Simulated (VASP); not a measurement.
ZrH: single point with r2SCAN

ZrH:

```
Zr H
1.0
     3.30784    0.00000    0.00000
     0.00000    3.30784    0.00000
     0.00000    0.00000    4.87583
Zr H
2 2
Direct
  0.00000 0.50000 0.00000
  0.50000 0.00000 0.50000
  0.00000 0.00000 0.75000
  0.00000 0.00000 0.25000
```

This cell differs from its parent crystal: biaxial strain in the a-b plane: +2.0 %, then relaxed in part.

| Item | Value |
| --- | --- |
| Program | VASP 6.6.1 |
| Task | single point |
| Functional | r2SCAN |
| Potentials or basis | VASP PAW PBE potentials, release 64 (Zr_sv, H) |
| Cutoff | 520 eV |
| k mesh | 16 × 16 × 10 |
| Occupations | gaussian, width 0.1 eV |
| Spin | no spin polarisation |
| Dipole correction | no |
| Further INCAR settings | ALGO = Normal; EDIFF = 1e-07; NBANDS = 21 |

The pressure is -1.7 GPa. The band gap on the k mesh is zero (bands 13 and 14 overlap by 1.22 eV).

Stress tensor (GPa, compression positive):
```
-2.59  0.00  0.00
 0.00 -2.59  0.00
 0.00  0.00 -0.07
```

Levels at points of the mesh, in eV from the Fermi level:
```csv
k point,band 10,band 11,band 12,band 13,band 14,band 15,band 16,band 17
"(0.00, 0.00, 0.00)",-3.91,-3.16,-3.09,0.28,0.61,0.61,2.70,3.24
"(0.50, 0.00, 0.00)",-5.75,-2.27,-0.75,-0.66,-0.23,1.69,1.92,2.27
"(0.50, 0.50, 0.00)",-4.65,-3.03,-3.03,-2.00,2.47,4.30,4.48,4.48
"(0.00, 0.00, 0.50)",-7.20,-1.84,-1.84,0.24,0.24,1.76,1.76,2.25
"(0.50, 0.00, 0.50)",-4.66,-2.93,0.06,0.22,0.49,0.50,0.95,4.21
"(0.50, 0.50, 0.50)",-5.94,-1.99,-1.99,-0.49,-0.49,1.78,1.78,4.90
```

It took 6.9 min on 1 thread of Intel(R) Xeon(R) 6975P-C (Granite Rapids), with other jobs on the host, peak memory 0.37 GiB.

Caveat: the cell differs from its parent crystal (biaxial strain in the a-b plane: +2.0 %, then relaxed in part); the PAW data sets were made with another functional, which shifts forces and pressure a little.
